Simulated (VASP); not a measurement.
# MgO (Fm-3m) in VASP: notebook

MgO is run at these levels: PBE; tasks: single point.

All numbers are computed with VASP 6.6.1; they aren't measurements. Logs are shortened: lines on timing, memory, paths and dates and some standing lists are left out, and cuts for length are marked.

### 1 The cell of the first run

The structure is cubic, space group Fm-3m (No. 225). Conventional cell: a = 4.396 Å, b = 4.396 Å, c = 4.396 Å, α = 90.00°, β = 90.00°, γ = 90.00°. Mg (site symmetry m-3m) has 6 O at 2.20 Å within 2.9 Å. O (site symmetry m-3m) has 6 Mg at 2.20 Å within 2.9 Å.

### 2 Single point, PBE

Input file INCAR:

```
SYSTEM = MgO
  PREC = Accurate
  ENCUT = 520
  EDIFF = 1E-6
  ISMEAR = -1
  SIGMA = 0.1
  LREAL = .FALSE.
  LASPH = .TRUE.
  NELM = 60
  ALGO = Normal
  ISIF = 2
  LWAVE = .FALSE.
  LCHARG = .TRUE.
  GGA = PE
  LELF = .TRUE.
  LVHAR = .TRUE.
  NBANDS = 11
```

Input file KPOINTS:

```
Automatic mesh
0
G
  7 7 7
  0 0 0
```

Input file POSCAR:

```
MgO
1.0
    0.0000000000      2.1980000000      2.1980000000
    2.1980000000      0.0000000000      2.1980000000
    2.1980000000      2.1980000000      0.0000000000
Mg O
1 1
Direct
    0.0000000000      0.0000000000      0.0000000000
    0.5000000000      0.5000000000      0.5000000000
```

Potentials or basis: VASP PAW PBE potentials, release 64 (Mg, O).

The run is started by

```sh
> cat potpaw_PBE.64/Mg/POTCAR potpaw_PBE.64/O/POTCAR > POTCAR
> mpirun -np 1 vasp_std > vasp.out
```

OUTCAR:

```text
SYSTEM = MgO
   PREC = Accurate
   ENCUT = 520
   EDIFF = 1E-6
   ISMEAR = -1
   LREAL = .FALSE.
   LASPH = .TRUE.
   NELM = 60
   ISIF = 2
   GGA = PE

 ion  position               nearest neighbor table
   1  0.000  0.000  0.000-   2 2.20   2 2.20   2 2.20   2 2.20   2 2.20   2 2.20
   2  0.500  0.500  0.500-   1 2.20   1 2.20   1 2.20   1 2.20   1 2.20   1 2.20

  LATTYP: Found a face centered cubic cell.
 ALAT       =     4.3960000000

  Lattice vectors:

 A1 = (   0.0000000000,   2.1980000000,   2.1980000000)
 A2 = (   2.1980000000,   0.0000000000,   2.1980000000)
 A3 = (   2.1980000000,   2.1980000000,   0.0000000000)

Analysis of symmetry for initial positions (statically):
=====================================================================
 Subroutine PRICEL returns:
 Original cell was already a primitive cell.

 Routine SETGRP: Setting up the symmetry group for a
 face centered cubic supercell.

 Subroutine GETGRP returns: Found 48 space group operations
 (whereof 48 operations were pure point group operations)
 out of a pool of 48 trial point group operations.

The static configuration has the point symmetry O_h .

Analysis of symmetry for dynamics (positions and initial velocities):
=====================================================================
 Subroutine PRICEL returns:
 Original cell was already a primitive cell.

 Routine SETGRP: Setting up the symmetry group for a
 face centered cubic supercell.

 Subroutine GETGRP returns: Found 48 space group operations
 (whereof 48 operations were pure point group operations)
 out of a pool of 48 trial point group operations.

The dynamic configuration has the point symmetry O_h .

 Subroutine INISYM returns: Found 48 space group operations
 (whereof 48 operations are pure point group operations),
 and found     1 'primitive' translations

----------------------------------------------------------------------------------------

                                     Primitive cell

  volume of cell :      21.2380

  direct lattice vectors                    reciprocal lattice vectors
     0.000000000  2.198000000  2.198000000    -0.227479527  0.227479527  0.227479527
     2.198000000  0.000000000  2.198000000     0.227479527 -0.227479527  0.227479527
     2.198000000  2.198000000  0.000000000     0.227479527  0.227479527 -0.227479527

  length of vectors
     3.108441410  3.108441410  3.108441410     0.394006098  0.394006098  0.394006098

  position of ions in fractional coordinates (direct lattice)
     0.000000000  0.000000000  0.000000000
     0.500000000  0.500000000  0.500000000

  ion indices of the primitive-cell ions
   primitive index   ion index
                 1           1
                 2           2

----------------------------------------------------------------------------------------

 KPOINTS: Automatic mesh

Automatic generation of k-mesh.
 Grid dimensions read from file:
 generate k-points for:    7    7    7

 Generating k-lattice:

  Cartesian coordinates                     Fractional coordinates (reciprocal lattice)
    -0.032497075  0.032497075  0.032497075     0.142857143  0.000000000  0.000000000
     0.032497075 -0.032497075  0.032497075     0.000000000  0.142857143  0.000000000
     0.032497075  0.032497075 -0.032497075     0.000000000  0.000000000  0.142857143

  Length of vectors
     0.056286585  0.056286585  0.056286585

  Shift w.r.t. Gamma in fractional coordinates (k-lattice)
     0.000000000  0.000000000  0.000000000

 Subroutine IBZKPT returns following result:
 ===========================================

 Found     20 irreducible k-points:

 Following reciprocal coordinates:
            Coordinates               Weight
  0.000000  0.000000  0.000000      1.000000
  0.142857  0.000000  0.000000      8.000000
  0.285714  0.000000  0.000000      8.000000
  0.428571  0.000000  0.000000      8.000000
  0.142857  0.142857  0.000000      6.000000
  0.285714  0.142857  0.000000     24.000000
[... 12 lines left out ...]
 -0.428571  0.428571  0.142857     24.000000
 -0.285714  0.428571  0.142857     24.000000
   k-points           NKPTS =     20   k-points in BZ     NKDIM =     20   number of bands    NBANDS=     11
   number of dos      NEDOS =    301   number of ions     NIONS =      2
   total plane-waves  NPLWV =  13824
   dimension x,y,z NGX =    24 NGY =   24 NGZ =   24
   dimension x,y,z NGXF=    48 NGYF=   48 NGZF=   48
   ions per type =               1   1
   NGX,Y,Z   is equivalent  to a cutoff of  12.84, 12.84, 12.84 a.u.
   NGXF,Y,Z  is equivalent  to a cutoff of  25.67, 25.67, 25.67 a.u.
 SYSTEM =  MgO
   PREC   = accura    normal or accurate (medium, high low for compatibility)
   ISTART =      0    job   : 0-new  1-cont  2-samecut
   ICHARG =      2    charge: 1-file 2-atom 10-const
   ISPIN  =      1    spin polarized calculation?
   LNONCOLLINEAR =      F non collinear calculations
   LSORBIT =      F    spin-orbit coupling
   LASPH  =      T    aspherical Exc in radial PAW
   ENCUT  =  520.0 eV  38.22 Ry    6.18 a.u.   5.78  5.78  5.78*2*pi/ulx,y,z
   NELM   =     60;   NELMIN=  2; NELMDL= -5     # of ELM steps
   EDIFF  = 0.1E-05   stopping-criterion for ELM
   LREAL  =      F    real-space projection
   EDIFFG = 0.1E-04   stopping-criterion for IOM
   NSW    =      0    number of steps for IOM
   IBRION =     -1    ionic relax: 0-MD 1-quasi-New 2-CG
   NFREE  =      0    steps in history (QN), initial steepest desc. (CG)
   ISIF   =      2    stress and relaxation
   ISYM   =      2    0-nonsym 1-usesym 2-fastsym
   POTIM  = 0.5000    time-step for ionic-motion
   TEBEG  =    0.0;   TEEND  =   0.0 temperature during run
   PSTRESS=    0.0 pullay stress
   NELECT =       8.0000    total number of electrons
   NUPDOWN=      -1.0000    fix difference up-down
   EMIN   =  10.00;   EMAX   =-10.00  energy-range for DOS
   EFERMI =   0.00;   METHOD = LEGACY
   ISMEAR =    -1;   SIGMA  =   0.10  broadening in eV -4-tet -1-fermi 0-gaus
   EFERMI_NEDOS =   21; number of points for ismear=-14 and -15
   IALGO  =     38    algorithm
   IMIX   =      4    mixing-type and parameters
     AMIX     =   0.40;   BMIX     =  1.00
     AMIX_MAG =   1.60;   BMIX_MAG =  1.00
  volume/ion in A,a.u.               =      10.62        71.66
  Fermi-wavevector in a.u.,A,eV,Ry     =   1.182317  2.234255 19.019212  1.397873
  Thomas-Fermi vector in A             =   2.318573
   LORBIT       =      0    0 simple, 1 ext, 2 COOP (PROOUT), +10 PAW based schemes
   GGA     = PE    functional components
   LHFCALC =     F    Hartree Fock is set to
   AEXX    =    0.0000 exact exchange contribution
   IVDW    =     0    specifies the selected vdW correction
   LEPSILON=     F    determine dielectric tensor
   LRPA    =     F    only Hartree local field effects (RPA)
 non-spin polarized calculation
  energy-cutoff  :      520.00
  volume of cell :       21.24
 maximum number of plane-waves:       581
   NGX = 11   NGY = 11   NGZ = 11

 number of electron       7.9999996 magnetization

 Free energy of the ion-electron system (eV)
  ---------------------------------------------------
  ext. energy  EPLUGINS =         0.00000000
  ---------------------------------------------------
  free energy    TOTEN  =       -11.82350280 eV

  energy without entropy =      -11.82350280  energy(sigma->0) =      -11.82350280

 E-fermi :   4.2100     XC(G=0): -10.4874

 val. band max:        2.2893330824   @ k =   0.0000   0.0000   0.0000
 cond. band min:       5.8653771607   @ k =   0.0000   0.0000   0.0000
 fundamental gap:      3.5760440783
 Fermi energy:         4.2100291265

 k-point     1 :       0.0000    0.0000    0.0000
  band No.  band energies     occupation
      1     -14.3679      2.00000
      2       2.2893      2.00000
      3       2.2893      2.00000
      4       2.2893      2.00000
      5       5.8654      0.00000
      6      17.3573      0.00000
      7      17.3573      0.00000
      8      17.3573      0.00000
      9      20.9515      0.00000
     10      22.5820      0.00000
     11      22.5820      0.00000

 k-point     2 :       0.1429    0.0000    0.0000
  band No.  band energies     occupation
      1     -14.2017      2.00000
      2       1.1636      2.00000
      3       2.1841      2.00000
      4       2.1841      2.00000
      5       7.0090      0.00000
      6      15.4223      0.00000
      7      17.7035      0.00000
      8      17.7035      0.00000
      9      21.2344      0.00000
     10      21.2344      0.00000
     11      22.6952      0.00000

 k-point     3 :       0.2857    0.0000    0.0000
  band No.  band energies     occupation
      1     -13.7973      2.00000
      2      -0.5377      2.00000
      3       1.9593      2.00000
      4       1.9593      2.00000
      5       8.6149      0.00000
      6      13.7744      0.00000
      7      17.8013      0.00000
      8      17.8013      0.00000
      9      21.3050      0.00000
     10      21.3050      0.00000
     11      22.0227      0.00000

 k-point     4 :       0.4286    0.0000    0.0000
  band No.  band energies     occupation
      1     -13.4358      2.00000
      2      -1.6446      2.00000
      3       1.7894      2.00000
      4       1.7894      2.00000
      5       9.3406      0.00000
      6      13.4575      0.00000
      7      17.3820      0.00000
      8      17.3820      0.00000
      9      21.4137      0.00000
     10      22.8638      0.00000
     11      22.8638      0.00000
[... 183 lines left out ...]
 k-point    18 :      -0.4286    0.2857    0.1429
  band No.  band energies     occupation
      1     -13.2701      2.00000
      2      -1.0373      2.00000
      3       0.4852      2.00000
      4       1.3998      2.00000
      5      11.3251      0.00000
      6      13.0683      0.00000
      7      14.2579      0.00000
      8      17.6472      0.00000
      9      21.0937      0.00000
     10      22.8328      0.00000
     11      27.2643      0.00000

 k-point    19 :      -0.4286    0.4286    0.1429
  band No.  band energies     occupation
      1     -13.1934      2.00000
      2      -0.9471      2.00000
      3       0.5823      2.00000
      4       1.0003      2.00000
      5      11.8158      0.00000
      6      12.1632      0.00000
      7      13.8117      0.00000
      8      17.6822      0.00000
      9      20.2600      0.00000
     10      25.2404      0.00000
     11      26.9915      0.00000

 k-point    20 :      -0.2857    0.4286    0.1429
  band No.  band energies     occupation
      1     -13.1521      2.00000
      2      -0.4507      2.00000
      3      -0.2835      2.00000
      4       1.0290      2.00000
      5      12.4313      0.00000
      6      12.9876      0.00000
      7      13.3534      0.00000
      8      16.8603      0.00000
      9      21.2157      0.00000
     10      23.5315      0.00000
     11      27.0573      0.00000

------------------------ aborting loop because EDIFF is reached ----------------------------------------

  FORCE on cell =-STRESS in cart. coord.  units (eV):
  Direction    XX          YY          ZZ          XY          YZ          ZX
  --------------------------------------------------------------------------------------
  -------------------------------------------------------------------------------------
  Total       -1.6886259     -1.6886259     -1.6886259     -0.0000000      0.0000000      0.0000000
  in kB     -127.3887168   -127.3887168   -127.3887168     -0.0000000      0.0000000      0.0000000
  external PRESSURE =    -127.3887168 kB  Pullay stress =       0.0000000 kB

 VOLUME and BASIS-vectors are now :
 -----------------------------------------------------------------------------
  energy-cutoff  :      520.00
  volume of cell :       21.24
      direct lattice vectors                 reciprocal lattice vectors
     0.000000000  2.198000000  2.198000000    -0.227479527  0.227479527  0.227479527
     2.198000000  0.000000000  2.198000000     0.227479527 -0.227479527  0.227479527
     2.198000000  2.198000000  0.000000000     0.227479527  0.227479527 -0.227479527

 POSITION                                       TOTAL-FORCE (eV/Angst)
 -----------------------------------------------------------------------------------
      0.00000      0.00000      0.00000         0.000000      0.000000     -0.000000
      2.19800      2.19800      2.19800        -0.000000     -0.000000      0.000000
 -----------------------------------------------------------------------------------
    total drift:                               -0.000000     -0.000000      0.000000

  FREE ENERGIE OF THE ION-ELECTRON SYSTEM (eV)
  ---------------------------------------------------
  free  energy   TOTEN  =       -11.8235027971 eV

  energy  without entropy=      -11.8235027957  energy(sigma->0) =      -11.82350280
```

It took 4.4 s on 1 thread of Intel Xeon Platinum 8259CL at 2.50GHz (Skylake/Cascade Lake), shared host; peak memory 0.13 GiB.

Results:

```yaml
Free_energy: -11.8235 eV
Pressure: -12.7 GPa
Band_gap_on_the_k_mesh: 3.58 eV, direct
```

PBE gaps usually lie below the measured ones, often by a third to a half.

### 3 Single point, PBE

Input file INCAR:

```
SYSTEM = MgO
ALGO = Normal
EDIFF = 1E-6
ENCUT = 600
GGA = PE
GGA_COMPAT = .FALSE.
ISIF = 2
ISMEAR = -1
LASPH = .TRUE.
LCHARG = .FALSE.
LREAL = .FALSE.
LWAVE = .FALSE.
NBANDS = 11
NELM = 120
PREC = Accurate
SIGMA = 0.003
```

Input file KPOINTS:

```
k-points
0
G
  7 7 7
  0 0 0
```

POSCAR is that of step 2.

Potentials or basis: VASP PAW PBE potentials, release 64 (Mg, O).

The run is started by

```sh
> cat potpaw_PBE.64/Mg/POTCAR potpaw_PBE.64/O/POTCAR > POTCAR
> mpirun -np 1 vasp_std > vasp.out
```

OUTCAR:

```text
SYSTEM = MgO
   EDIFF = 1E-6
   ENCUT = 600
   GGA = PE
   ISIF = 2
   ISMEAR = -1
   LASPH = .TRUE.
   LREAL = .FALSE.
   NELM = 120
   PREC = Accurate

 ion  position               nearest neighbor table
   1  0.000  0.000  0.000-   2 2.20   2 2.20   2 2.20   2 2.20   2 2.20   2 2.20
   2  0.500  0.500  0.500-   1 2.20   1 2.20   1 2.20   1 2.20   1 2.20   1 2.20

  LATTYP: Found a face centered cubic cell.
 ALAT       =     4.3960000000

  Lattice vectors:

 A1 = (   0.0000000000,   2.1980000000,   2.1980000000)
 A2 = (   2.1980000000,   0.0000000000,   2.1980000000)
 A3 = (   2.1980000000,   2.1980000000,   0.0000000000)

Analysis of symmetry for initial positions (statically):
=====================================================================
 Subroutine PRICEL returns:
 Original cell was already a primitive cell.

 Routine SETGRP: Setting up the symmetry group for a
 face centered cubic supercell.

 Subroutine GETGRP returns: Found 48 space group operations
 (whereof 48 operations were pure point group operations)
 out of a pool of 48 trial point group operations.

The static configuration has the point symmetry O_h .
[... 165 lines left out ...]
      1     -14.3699      2.00000
      2       2.2875      2.00000
      3       2.2875      2.00000
      4       2.2875      2.00000
      5       5.8639      0.00000
      6      17.3569      0.00000
      7      17.3569      0.00000
      8      17.3569      0.00000
      9      20.9492      0.00000
     10      22.5823      0.00000
     11      22.5823      0.00000
[... 253 lines left out ...]
 k-point    20 :      -0.2857    0.4286    0.1429
  band No.  band energies     occupation
      1     -13.1539      2.00000
      2      -0.4521      2.00000
      3      -0.2849      2.00000
      4       1.0275      2.00000
      5      12.4298      0.00000
      6      12.9867      0.00000
      7      13.3513      0.00000
      8      16.8597      0.00000
      9      21.2147      0.00000
     10      23.5305      0.00000
     11      27.0567      0.00000

------------------------ aborting loop because EDIFF is reached ----------------------------------------

  FORCE on cell =-STRESS in cart. coord.  units (eV):
  Direction    XX          YY          ZZ          XY          YZ          ZX
  --------------------------------------------------------------------------------------
  -------------------------------------------------------------------------------------
  Total       -1.7183423     -1.7183423     -1.7183423     -0.0000000     -0.0000000     -0.0000000
  in kB     -129.6305005   -129.6305005   -129.6305005     -0.0000000     -0.0000000     -0.0000000
  external PRESSURE =    -129.6305005 kB  Pullay stress =       0.0000000 kB

 VOLUME and BASIS-vectors are now :
 -----------------------------------------------------------------------------
  energy-cutoff  :      600.00
  volume of cell :       21.24
      direct lattice vectors                 reciprocal lattice vectors
     0.000000000  2.198000000  2.198000000    -0.227479527  0.227479527  0.227479527
     2.198000000  0.000000000  2.198000000     0.227479527 -0.227479527  0.227479527
     2.198000000  2.198000000  0.000000000     0.227479527  0.227479527 -0.227479527

 POSITION                                       TOTAL-FORCE (eV/Angst)
 -----------------------------------------------------------------------------------
      0.00000      0.00000      0.00000         0.000000     -0.000000     -0.000000
      2.19800      2.19800      2.19800        -0.000000      0.000000      0.000000
 -----------------------------------------------------------------------------------
    total drift:                                0.000000      0.000000      0.000000

  FREE ENERGIE OF THE ION-ELECTRON SYSTEM (eV)
  ---------------------------------------------------
  free  energy   TOTEN  =       -11.8259765063 eV

  energy  without entropy=      -11.8259765063  energy(sigma->0) =      -11.82597651
```

Wall time 14 s (1 thread of Intel Xeon 8259CL, shared host); peak memory 0.16 GiB.

What came out:

```
Free energy            : -11.8260 eV
Pressure               : -13.0 GPa
Band gap on the k mesh : 3.58 eV, direct
```

### 4 Single point, PBE

Input file INCAR:

```
ALGO = Normal
EDIFF = 1E-6
ENCUT = 600
GGA = PE
GGA_COMPAT = F
ISIF = 2
ISMEAR = 0
LASPH = T
LCHARG = T
LELF = T
LREAL = F
LVHAR = T
LWAVE = F
NBANDS = 11
NELM = 120
PREC = Accurate
SIGMA = 0.01
```

Input file KPOINTS:

```
k-points
0
Gamma
  7 7 7
```

POSCAR is that of step 3.

The run is started by

```sh
> cat potpaw_PBE.64/Mg/POTCAR potpaw_PBE.64/O/POTCAR > POTCAR
> mpirun -np 1 vasp_std > vasp.out
```

Run time: 17 s. Hardware: 1 thread of Intel Xeon 8259CL, shared host; peak memory 0.16 GiB.

Results (log left out):

- Free energy: -11.8260 eV
- Pressure: -13.0 GPa
- Band gap on the k mesh: 3.58 eV, direct

Levels at points of the mesh, in eV from the valence-band top:
```tsv
k point	band 1	band 2	band 3	band 4	band 5	band 6	band 7	band 8	band 9
(0.00, 0.00, 0.00)	-16.66	0.00	0.00	0.00	3.58	15.07	15.07	15.07	18.66
```

### 5 The runs side by side

| cutoff (eV) | smearing | gap on the mesh (eV) | pressure (GPa) |
| --- | --- | --- | --- |
| 520 | fermi-dirac 0.1 eV | 3.58 | -12.7 |
| 600 | fermi-dirac 0.003 eV | 3.58 | -13.0 |
| 600 | gaussian 0.01 eV | 3.58 | -13.0 |

Alike in all rows: task single point; level PBE; potentials or basis VASP PAW PBE potentials, release 64 (Mg, O); no spin polarisation; cell as given; k mesh 7 × 7 × 7.

On the cell as given the gap runs from 3.58 eV (PBE) to 3.58 eV (PBE).

Absolute energies hang on the potentials; compare differences alone.
